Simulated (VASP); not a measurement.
# Lu in VASP: further runs, part 2 of 2

VASP 6.6.1. The steps go on from the part before.

## Step 4: Single point, PBE (the cell strained at random)

Contents of INCAR:

```
ALGO = Fast
EDIFF = 1E-6
ENCUT = 520
GGA = PE
ISIF = 2
ISMEAR = -1
LASPH = T
LCHARG = F
LREAL = F
LWAVE = F
NBANDS = 18
NELM = 100
PREC = Accurate
SIGMA = 0.05
```

Contents of KPOINTS:

```
k-points
0
Gamma
  10 10 10
```

Contents of POSCAR:

```
Lu
1.0
   -1.9615060000      1.9859890000      1.9550570000
    1.9723800000     -1.9805730000      1.9605140000
    1.9161400000      1.9352070000     -1.9496410000
Lu
1
Direct
    0.0028740000      0.0105570000      0.0029550000
```

Potentials or basis: VASP PAW PBE potentials, release 64 (Lu).

Launch:

```sh
$ cat potpaw_PBE.64/Lu/POTCAR > POTCAR
$ mpirun -np 1 vasp_std > vasp.out
```

OUTCAR:

```text
EDIFF = 1E-6
   ENCUT = 520
   GGA = PE
   ISIF = 2
   ISMEAR = -1
   LASPH = T
   LREAL = F
   NELM = 100
   PREC = Accurate

 ion  position               nearest neighbor table
   1  0.003  0.011  0.003-

  LATTYP: Found a triclinic cell.
 ALAT       =     3.3492862913
 B/A-ratio  =     1.6296663426
 C/A-ratio  =     1.0193728632
 COS(alpha) =     0.0034487968
 COS(beta)  =     0.3389373082
 COS(gamma) =     0.8113716066

  Lattice vectors:

 A1 = (  -1.9161400000,  -1.9352070000,   1.9496410000)
 A2 = (  -3.8431540000,  -3.8758300000,  -0.0162890000)
 A3 = (   1.9723800000,  -1.9805730000,   1.9605140000)

Analysis of symmetry for initial positions (statically):
=====================================================================
 Subroutine PRICEL returns:
 Original cell was already a primitive cell.

 Routine SETGRP: Setting up the symmetry group for a
 triclinic supercell.

 Subroutine GETGRP returns: Found  2 space group operations
 (whereof  1 operations were pure point group operations)
 out of a pool of  2 trial point group operations.

The static configuration has the point symmetry C_1 .
 The point group associated with its full space group is S_2 .

Analysis of symmetry for dynamics (positions and initial velocities):
=====================================================================
 Subroutine PRICEL returns:
 Original cell was already a primitive cell.

 Routine SETGRP: Setting up the symmetry group for a
 triclinic supercell.

 Subroutine GETGRP returns: Found  2 space group operations
 (whereof  1 operations were pure point group operations)
 out of a pool of  2 trial point group operations.

The dynamic configuration has the point symmetry C_1 .
 The point group associated with its full space group is S_2 .

 Subroutine INISYM returns: Found  2 space group operations
 (whereof  1 operations are pure point group operations),
[... 108 lines left out ...]
   EFERMI =   0.00;   METHOD = LEGACY
   ISMEAR =    -1;   SIGMA  =   0.05  broadening in eV -4-tet -1-fermi 0-gaus
   EFERMI_NEDOS =   21; number of points for ismear=-14 and -15
   IALGO  =     68    algorithm
   IMIX   =      4    mixing-type and parameters
     AMIX     =   0.40;   BMIX     =  1.00
     AMIX_MAG =   1.60;   BMIX_MAG =  1.00
  volume/ion in A,a.u.               =      29.85       201.42
  Fermi-wavevector in a.u.,A,eV,Ry     =   1.543191  2.916209 32.401454  2.381440
  Thomas-Fermi vector in A             =   2.648889
   LORBIT       =      0    0 simple, 1 ext, 2 COOP (PROOUT), +10 PAW based schemes
   GGA     = PE    functional components
   LHFCALC =     F    Hartree Fock is set to
   AEXX    =    0.0000 exact exchange contribution
   IVDW    =     0    specifies the selected vdW correction
   LEPSILON=     F    determine dielectric tensor
   LRPA    =     F    only Hartree local field effects (RPA)
 non-spin polarized calculation
 RMM-DIIS sequential band-by-band and
  energy-cutoff  :      520.00
  volume of cell :       29.85
 maximum number of plane-waves:       819
 NGX is ok and might be reduce to    28
   NGX = 13   NGY = 13   NGZ = 13

 number of electron      24.9999998 magnetization

 Free energy of the ion-electron system (eV)
  ---------------------------------------------------
  ext. energy  EPLUGINS =         0.00000000
  ---------------------------------------------------
  free energy    TOTEN  =        -4.38738168 eV

  energy without entropy =       -4.36849271  energy(sigma->0) =       -4.37793719

 E-fermi :   2.2747     XC(G=0): -10.5564

 val. band max:        2.2741577034   @ k =   0.2000   0.0000   0.3000
 cond. band min:       2.2749801776   @ k =   0.2000   0.5000   0.2000
 fundamental gap:      0.0008224742
 Fermi energy:         2.2747025105

 k-point     1 :       0.0000    0.0000    0.0000
  band No.  band energies     occupation
      1     -54.1841      2.00000
      2     -24.6167      2.00000
      3     -24.6156      2.00000
      4     -24.6135      2.00000
      5      -3.8160      2.00000
      6      -2.9380      2.00000
[... 481 lines left out ...]
      5      -2.9263      2.00000
      6      -2.9056      2.00000
[... 10 lines left out ...]
     17       6.9788      0.00000
     18      13.3033      0.00000

 [... further k-points ...]

------------------------ aborting loop because EDIFF is reached ----------------------------------------

  FORCE on cell =-STRESS in cart. coord.  units (eV):
  Direction    XX          YY          ZZ          XY          YZ          ZX
  --------------------------------------------------------------------------------------
  -------------------------------------------------------------------------------------
  Total       -0.0651931     -0.0544215     -0.0525500      0.1128000     -0.0111289     -0.0248577
  in kB       -3.4995096     -2.9212965     -2.8208389      6.0550070     -0.5973874     -1.3343405
  external PRESSURE =      -3.0805483 kB  Pullay stress =       0.0000000 kB

 VOLUME and BASIS-vectors are now :
 -----------------------------------------------------------------------------
  energy-cutoff  :      520.00
  volume of cell :       29.85
      direct lattice vectors                 reciprocal lattice vectors
    -1.961506000  1.985989000  1.955057000     0.002258358  0.254698107  0.255032024
     1.972380000 -1.980573000  1.960514000     0.256485651  0.002615633  0.254674684
     1.916140000  1.935207000 -1.949641000     0.260180684  0.258035865 -0.001079466

 POSITION                                       TOTAL-FORCE (eV/Angst)
 -----------------------------------------------------------------------------------
      0.02085     -0.00948      0.02055         0.000000      0.000000      0.000000
 -----------------------------------------------------------------------------------
    total drift:                                0.000026      0.000002     -0.000018

  FREE ENERGIE OF THE ION-ELECTRON SYSTEM (eV)
  ---------------------------------------------------
  free  energy   TOTEN  =        -4.3873816786 eV

  energy  without entropy=       -4.3684927101  energy(sigma->0) =       -4.37793719
```

OSZICAR:

```text
N       E                     dE             d eps       ncg     rms          rms(c)
DAV:   1     0.823079184470E+02    0.82308E+02   -0.10266E+04 22628   0.461E+03
DAV:   2     0.154661318973E+01   -0.80761E+02   -0.79094E+02 18944   0.362E+02
DAV:   3    -0.427169411213E+01   -0.58183E+01   -0.57643E+01 20608   0.727E+01
[... 11 lines left out ...]
RMM:  15    -0.438737450674E+01    0.80165E-05   -0.69164E-05 23630   0.458E-02    0.176E-02
RMM:  16    -0.438737735413E+01   -0.28474E-05   -0.38937E-05 22877   0.333E-02    0.228E-03
RMM:  17    -0.438738029277E+01   -0.29386E-05   -0.22055E-05 21292   0.226E-02    0.705E-03
RMM:  18    -0.438738101380E+01   -0.72103E-06   -0.13060E-05 16637   0.115E-02    0.225E-03
RMM:  19    -0.438738167859E+01   -0.66479E-06   -0.84253E-06 15788   0.850E-03
   1 F= -.43873817E+01 E0= -.43779372E+01  d E =-.188890E-01
```

It took 13 min on 1 thread of Intel Xeon 8259CL, shared host; peak memory 0.39 GiB.

Results:

```
Free energy            : -4.3874 eV
Pressure               : -0.3 GPa
Band gap on the k mesh : zero (an odd number of electrons rules out a gap without spin polarisation)
```

Stress tensor (GPa, compression positive):
```
-0.35  0.61 -0.13
 0.61 -0.29 -0.06
-0.13 -0.06 -0.28
```

Caveat: the cell differs from its parent crystal (the cell strained at random); spin-orbit coupling is left out, which moves the levels of the heavy elements.

## Step 5: Overview

```csv
cell,gap on the mesh (eV),pressure (GPa)
"a = 3.339 Å, angles 109.5°, 1 atom",none,1.5
"a = 3.407 Å, angles 109.5°, 1 atom",none,-0.9
"a = 3.408, b = 3.414, c = 3.349 Å, angles 109.8, 109.1, 109.9°, 1 atom",none,-0.3
```

Alike in all rows: task single point; level PBE; potentials or basis VASP PAW PBE potentials, release 64 (Lu); no spin polarisation; k mesh 10 × 10 × 10; cutoff (eV) 520; smearing fermi-dirac 0.05 eV.

Caveats: spin-orbit coupling is left out, which moves the levels of the heavy elements.

Total energies depend on the potentials used, so only differences within one code and one set of settings carry meaning.
